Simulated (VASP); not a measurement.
Set up this calculation in VASP 6.6.1, as the native input.

| Item | Value |
| --- | --- |
| Task | single point |
| Functional | PBE |
| Potentials or basis | VASP PAW PBE potentials, release 64 (Ta_pv, H) |
| Cutoff | 520 eV |
| k mesh | 3 × 3 × 3 |
| Occupations | fermi-dirac, width 0.1 eV |
| Spin | no spin polarisation |
| Dipole correction | no |
| Further INCAR settings | LREAL = Auto; ALGO = Normal; EDIFF = 1e-06; NBANDS = 102 |

The structure of Ta16H (a cell with a defect) lies in POSCAR:

```
Ta16H
1.0
    6.6200000000      0.0000000000      0.0000000000
    0.0000000000      6.6200000000      0.0000000000
    0.0000000000      0.0000000000      6.6200000000
Ta H
16 1
Direct
   -0.0004652131      0.0051450212     -0.0086380683
    0.4995539232     -0.0006779821      0.0003173273
   -0.0004439594      0.4981639835     -0.0012528864
   -0.0004656567      0.0051070192      0.5077940273
    0.2503595508      0.2515475883      0.2496091213
    0.4995131306      0.4986790761     -0.0001126747
    0.4995612111     -0.0007039751      0.4988586315
    0.7487133428      0.2515956591      0.2496053617
   -0.0004400779      0.4982031250      0.5004266921
    0.2577441070      0.7446632554      0.2495778766
    0.2492808365      0.2510582025      0.7495730047
    0.4995159747      0.4987076230      0.4993141661
    0.7412952314      0.7446014425      0.2495776374
    0.7498338441      0.2510844758      0.7495705724
    0.2488187133      0.7504768177      0.7496092056
    0.7502576662      0.7504443329      0.7496024886
   -0.0005546244      0.8748086351      0.2495395168
```

One way to write it, as run:

INCAR

```
ALGO     = Normal         # electronic algorithm
EDIFF    = 1E-6           # SCF threshold, eV
ENCUT    = 520            # plane-wave cutoff, eV
GGA      = PE             # functional
ISIF     = 2              # what is computed and relaxed
ISMEAR   = -1             # smearing method
LASPH    = True           # aspherical terms in the spheres
LCHARG   = False          # write CHGCAR
LREAL    = Auto         
LWAVE    = False          # write WAVECAR
NBANDS   = 102            # bands
NELM     = 60             # most SCF steps
PREC     = Accurate       # precision mode
SIGMA    = 0.1            # smearing width, eV
```

KPOINTS

```
k-points
0
Gamma
  3 3 3
```

Potentials or basis: VASP PAW PBE potentials, release 64 (Ta_pv, H).

Run with:

```sh
$ cat potpaw_PBE.64/Ta_pv/POTCAR potpaw_PBE.64/H/POTCAR > POTCAR
$ mpirun -np 1 vasp_std > vasp.out
```

Results of the run:

The pressure is 4.0 GPa. The largest force is 0.014 eV/Å. The band gap on the k mesh is zero (an odd number of electrons rules out a gap without spin polarisation).

Caveat: spin-orbit coupling is left out, which moves the levels of the heavy elements.

It took 24 min on 1 thread of Intel Xeon 8259CL, on a shared host, peak memory 0.52 GiB.
